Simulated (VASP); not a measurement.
# CoO in VASP: a series of runs, part 2 of 2

VASP 6.6.1.

### Step 3. Single point, PBE, collinear spin, ferromagnetic start

INCAR reads:

```
SYSTEM = CoO
PREC = Accurate ; ENCUT = 520
EDIFF = 1E-6 ; ISMEAR = -1
SIGMA = 0.05 ; LREAL = .False.
LASPH = .True. ; NELM = 150
ALGO = Normal ; ISIF = 2
LWAVE = .False. ; LCHARG = .False.
ISPIN = 2 ; MAGMOM = 2 0
LORBIT = 11 ; LMAXMIX = 4
GGA = PE ; NBANDS = 18
```

KPOINTS reads:

```
Automatic mesh
0
Gamma
  11 11 11
  0 0 0
```

POSCAR reads:

```
CoO
1.0
    1.5054695445      0.8691832468      2.4399269062
   -1.5054695445      0.8691832468      2.4399269062
    0.0000000000     -1.7383664936      2.4399269062
Co O
1 1
Direct
    0.0000000000      0.0000000000      0.0000000000
    0.5000000000      0.5000000000      0.5000000000
```

Potentials or basis: VASP PAW PBE potentials, release 64 (Co, O).

The run is started by

```sh
$ cat potpaw_PBE.64/Co/POTCAR potpaw_PBE.64/O/POTCAR > POTCAR
$ mpirun -np 1 vasp_std > vasp.out
```

OUTCAR:

```text
SYSTEM = CoO
   PREC = Accurate
   ENCUT = 520
   EDIFF = 1E-6
   ISMEAR = -1
   LREAL = .False.
   LASPH = .True.
   NELM = 150
   ISIF = 2
   ISPIN = 2
   LORBIT = 11
   GGA = PE

 ion  position               nearest neighbor table
   1  0.000  0.000  0.000-   2 2.12   2 2.12   2 2.12   2 2.12   2 2.12   2 2.12
   2  0.500  0.500  0.500-   1 2.12   1 2.12   1 2.12   1 2.12   1 2.12   1 2.12

  LATTYP: Found a trigonal (rhomboedric) cell.
 ALAT       =     2.9958573687
 COS(alpha) =     0.4949531368

  Lattice vectors:

 A1 = (   1.5054695445,   0.8691832468,   2.4399269062)
 A2 = (  -1.5054695445,   0.8691832468,   2.4399269062)
 A3 = (   0.0000000000,  -1.7383664936,   2.4399269062)

Analysis of symmetry for initial positions (statically):
=====================================================================
 Subroutine PRICEL returns:
 Original cell was already a primitive cell.

 Routine SETGRP: Setting up the symmetry group for a
 trigonal (rhombohedral) supercell.

 Subroutine GETGRP returns: Found 12 space group operations
 (whereof 12 operations were pure point group operations)
 out of a pool of 12 trial point group operations.

The static configuration has the point symmetry D_3d.

Analysis of symmetry for dynamics (positions and initial velocities):
=====================================================================
 Subroutine PRICEL returns:
 Original cell was already a primitive cell.

 Routine SETGRP: Setting up the symmetry group for a
 trigonal (rhombohedral) supercell.

 Subroutine GETGRP returns: Found 12 space group operations
 (whereof 12 operations were pure point group operations)
 out of a pool of 12 trial point group operations.

The dynamic configuration has the point symmetry D_3d.

Analysis of structural, dynamic, and magnetic symmetry:
=====================================================================
 Subroutine PRICEL returns:
 Original cell was already a primitive cell.

 Routine SETGRP: Setting up the symmetry group for a
[... 148 lines left out ...]
  ---------------------------------------------------
  free energy    TOTEN  =       -13.06423075 eV

  energy without entropy =      -13.02985437  energy(sigma->0) =      -13.04704256

 E-fermi :   8.0253     XC(G=0): -12.4586

 val. band max:        8.0162178084   @ k =  -0.2727   0.1818   0.0000
 cond. band min:       8.0269325851   @ k =   0.4545   0.2727   0.1818
 fundamental gap:      0.0107147768
 Fermi energy:         8.0253297772

 spin component 1

 k-point     1 :       0.0000    0.0000    0.0000
  band No.  band energies     occupation
      1     -12.2398      1.00000
      2       4.7752      1.00000
      3       4.7752      1.00000
      4       4.8612      1.00000
      5       4.8612      1.00000
      6       4.9096      1.00000
[... 493 lines left out ...]
     17      35.8594      0.00000
     18      37.6566      0.00000

 [... further k-points ...]

 spin component 2

 k-point     1 :       0.0000    0.0000    0.0000
  band No.  band energies     occupation
      1     -11.7516      1.00000
      2       5.4043      1.00000
      3       5.4043      1.00000
      4       5.4576      1.00000
      5       6.9045      1.00000
      6       6.9045      1.00000
[... 493 lines left out ...]
     17      36.4570      0.00000
     18      38.2593      0.00000

 [... further k-points ...]

------------------------ aborting loop because EDIFF is reached ----------------------------------------

  FORCE on cell =-STRESS in cart. coord.  units (eV):
  Direction    XX          YY          ZZ          XY          YZ          ZX
  --------------------------------------------------------------------------------------
  -------------------------------------------------------------------------------------
  Total       -0.0554531     -0.0554531     -0.1037485      0.0000000      0.0000000      0.0000000
  in kB       -4.6379377     -4.6379377     -8.6772253      0.0000000      0.0000000      0.0000000
  external PRESSURE =      -5.9843669 kB  Pullay stress =       0.0000000 kB

 VOLUME and BASIS-vectors are now :
 -----------------------------------------------------------------------------
  energy-cutoff  :      520.00
  volume of cell :       19.16
      direct lattice vectors                 reciprocal lattice vectors
     1.505469544  0.869183247  2.439926906     0.332122295  0.191750896  0.136616114
    -1.505469544  0.869183247  2.439926906    -0.332122295  0.191750896  0.136616114
     0.000000000 -1.738366494  2.439926906     0.000000000 -0.383501793  0.136616114

 POSITION                                       TOTAL-FORCE (eV/Angst)
 -----------------------------------------------------------------------------------
      0.00000      0.00000      0.00000        -0.000000      0.000000      0.000000
      0.00000      0.00000      3.65989         0.000000      0.000000     -0.000000
 -----------------------------------------------------------------------------------
    total drift:                               -0.000000      0.000000     -0.000000

  FREE ENERGIE OF THE ION-ELECTRON SYSTEM (eV)
  ---------------------------------------------------
  free  energy   TOTEN  =       -13.0642307499 eV

  energy  without entropy=      -13.0298543735  energy(sigma->0) =      -13.04704256

 total charge

# of ion       s       p       d       tot
------------------------------------------
    1        0.296   0.362   7.151   7.809
    2        1.556   3.427   0.000   4.983
--------------------------------------------------
tot          1.852   3.788   7.151  12.792

 magnetization (x)

# of ion       s       p       d       tot
------------------------------------------
    1        0.021   0.018   2.497   2.536
    2        0.029   0.261   0.000   0.289
--------------------------------------------------
tot          0.049   0.278   2.497   2.825
```

stdout:

```text
POSCAR found type information on POSCAR CoO
 POSCAR found :  2 types and       2 ions
 scaLAPACK will be used
 LDA part: xc-table for (Slater+PW92), standard interpolation
 POSCAR, INCAR and KPOINTS ok, starting setup
 FFT: planning ... GRIDC
 FFT: planning ... GRID_SOFT
 FFT: planning ... GRID
 WAVECAR not read
 entering main loop
```

Wall time 1.8 min (1 thread of AMD EPYC 7R13 (Zen 3), shared host); peak memory 0.18 GiB.

What came out:

- Free energy: -13.0642 eV
- Pressure: -0.6 GPa
- Net moment: 2.87 μB per cell
- Site moments: Co +2.54; O +0.29 μB
- Valence electrons inside the program's atomic spheres: Co 7.81; O 4.98

Levels at points of the mesh, in eV from the Fermi level:
Spin up:
```
           k point  band 7  band 8  band 9  band 10  band 11  band 12
(0.00, 0.00, 0.00)   -3.07   -3.07   -3.02     1.05    16.89    18.14
```
Spin down:
```
           k point  band 2  band 3  band 4  band 5  band 6  band 7  band 8  band 9  band 10  band 11
(0.00, 0.00, 0.00)   -2.62   -2.62   -2.57   -1.12   -1.12   -1.10    0.06    0.06     1.58    16.80
```

Caveat: a cell with one magnetic atom can't hold antiferromagnetic order, which such compounds often take; semilocal functionals often make such compounds metallic where correlation or magnetic order opens a gap, which also shifts bond lengths.

### Step 4. Single point, PBE, collinear spin, ferromagnetic start

INCAR reads:

```
SYSTEM = CoO
ALGO = Normal
EDIFF = 1E-6
ENCUT = 520
GGA = PE
ISIF = 2
ISMEAR = -1
ISPIN = 2
LASPH = .TRUE.
LCHARG = .TRUE.
LELF = .TRUE.
LMAXMIX = 4
LORBIT = 11
LREAL = .FALSE.
LVHAR = .TRUE.
LWAVE = .FALSE.
MAGMOM = 1.71 0
NBANDS = 18
NELM = 150
PREC = Accurate
SIGMA = 0.05
```

KPOINTS reads:

```
k-points
0
G
  11 11 11
  0 0 0
```

POSCAR is that of step 3.

The run is started by

```sh
$ cat potpaw_PBE.64/Co/POTCAR potpaw_PBE.64/O/POTCAR > POTCAR
$ mpirun -np 1 vasp_std > vasp.out
```

Run time: 1.7 min. Hardware: 1 thread of AMD EPYC 7R13 (Zen 3), shared host; peak memory 0.18 GiB.

Results (log left out):

| Property | Result |
| --- | --- |
| Free energy | -13.0642 eV |
| Pressure | -0.6 GPa |
| Net moment | 2.87 μB per cell |
| Site moments | Co +2.54; O +0.29 μB |
| Valence electrons inside the program's atomic spheres | Co 7.81; O 4.98 |

Stress tensor (GPa, compression positive):
```
-0.43  0.00  0.00
 0.00 -0.43  0.00
 0.00  0.00 -0.83
```

Levels at points of the mesh, in eV from the Fermi level:
Spin up:
| k point | band 7 | band 8 | band 9 | band 10 | band 11 | band 12 |
| --- | --- | --- | --- | --- | --- | --- |
| (0.00, 0.00, 0.00) | -3.07 | -3.07 | -3.02 | 1.05 | 16.89 | 18.14 |
Spin down:
```tsv
k point	band 3	band 4	band 5	band 6	band 7	band 8	band 9	band 10
(0.00, 0.00, 0.00)	-2.62	-2.57	-1.12	-1.12	-1.10	0.06	0.06	1.58
```

Caveat: a cell with one magnetic atom can't hold antiferromagnetic order, which such compounds often take; semilocal functionals often make such compounds metallic where correlation or magnetic order opens a gap, which also shifts bond lengths. With open d or f shells a metallic result of PBE can be an artefact of self-interaction; +U or a hybrid may open a gap.

### Step 5. Single point, PBEsol, collinear spin, ferromagnetic start (atoms moved at random)

INCAR reads:

```
  PREC = Accurate
  ENCUT = 520
  EDIFF = 1E-6
  ISMEAR = -1
  SIGMA = 0.05
  LREAL = F
  LASPH = T
  NELM = 150
  ALGO = Normal
  ISIF = 2
  LWAVE = F
  LCHARG = F
  ISPIN = 2
  MAGMOM = 2 0
  LORBIT = 11
  LMAXMIX = 4
  GGA = PS
  NBANDS = 18
```

KPOINTS reads:

```
regular mesh
0
Gamma
  11 11 11
```

POSCAR reads:

```
CoO
1.0
    1.5054695445      0.8691832468      2.4399269062
   -1.5054695445      0.8691832468      2.4399269062
    0.0000000000     -1.7383664936      2.4399269062
Co O
1 1
Direct
   -0.0031710000      0.0001870000      0.0063720000
    0.4702160000      0.5156830000      0.5098730000
```

The run is started by

```sh
$ cat potpaw_PBE.64/Co/POTCAR potpaw_PBE.64/O/POTCAR > POTCAR
$ mpirun -np 1 vasp_std > vasp.out
```

Wall time 5.2 min (1 thread of Intel Xeon Platinum 8488C (Sapphire Rapids), shared host); peak memory 0.44 GiB.

Results (log left out):

```yaml
Free_energy: -13.9716 eV
Pressure: -9.7 GPa
Largest_force: 0.019 eV/Å
Net_moment: 2.91 μB per cell
Site_moments: Co +2.55; O +0.31 μB
Valence_electrons_inside_the_program's_atomic_spheres: Co 7.82; O 4.96
```

Forces in eV/Å, atoms in the order of the input:
```
Co  -0.019 -0.001 -0.002
O    0.019  0.001  0.002
```

Stress tensor (GPa, compression positive):
```
-9.63 -0.18  0.00
-0.18 -9.66 -0.30
 0.00 -0.30 -9.79
```

Levels at points of the mesh, in eV from the Fermi level:
Spin up:
```csv
k point,band 6,band 7,band 8,band 9,band 10,band 11,band 12,band 13
"(0.00, 0.00, 0.00)",-3.15,-2.92,-2.88,-2.87,0.88,16.56,17.89,17.91
```
Spin down:
```tsv
k point	band 2	band 3	band 4	band 5	band 6	band 7	band 8	band 9	band 10	band 11
(0.00, 0.00, 0.00)	-2.75	-2.74	-2.69	-1.11	-1.08	-1.04	-0.12	-0.08	1.44	16.51
```

Caveat: the cell differs from its parent crystal (atoms moved at random); the cell stands under tension; the PAW data sets were made with another functional, which shifts forces and pressure a little; a cell with one magnetic atom can't hold antiferromagnetic order, which such compounds often take; semilocal functionals often make such compounds metallic where correlation or magnetic order opens a gap, which also shifts bond lengths.

### Step 6. The runs side by side

| level | spin | cell | gap on the mesh (eV) | pressure (GPa) | moment (μB) |
| --- | --- | --- | --- | --- | --- |
| PBE | off | as given, atomic positions A | none | -18.2 | - |
| PBE | collinear, ferromagnetic start | as given, atomic positions A | none | -0.6 | 2.87 |
| PBEsol | collinear, ferromagnetic start | as given, atomic positions B | none | -9.7 | 2.91 |

Alike in all rows: task single point; potentials or basis VASP PAW PBE potentials, release 64 (Co, O); k mesh 11 × 11 × 11; cutoff (eV) 520; smearing fermi-dirac 0.05 eV.

Caveats: semilocal functionals often make such compounds metallic where correlation or magnetic order opens a gap, which also shifts bond lengths; the cell stands under tension (at least some runs); a cell with one magnetic atom can't hold antiferromagnetic order, which such compounds often take (at least some runs); an odd number of electrons without spin polarisation forces a metal (at least some runs); a magnetic or distorted state may lie lower (at least some runs); the PAW data sets were made with another functional, which shifts forces and pressure a little (at least some runs).

Absolute energies hang on the potentials; compare differences alone.
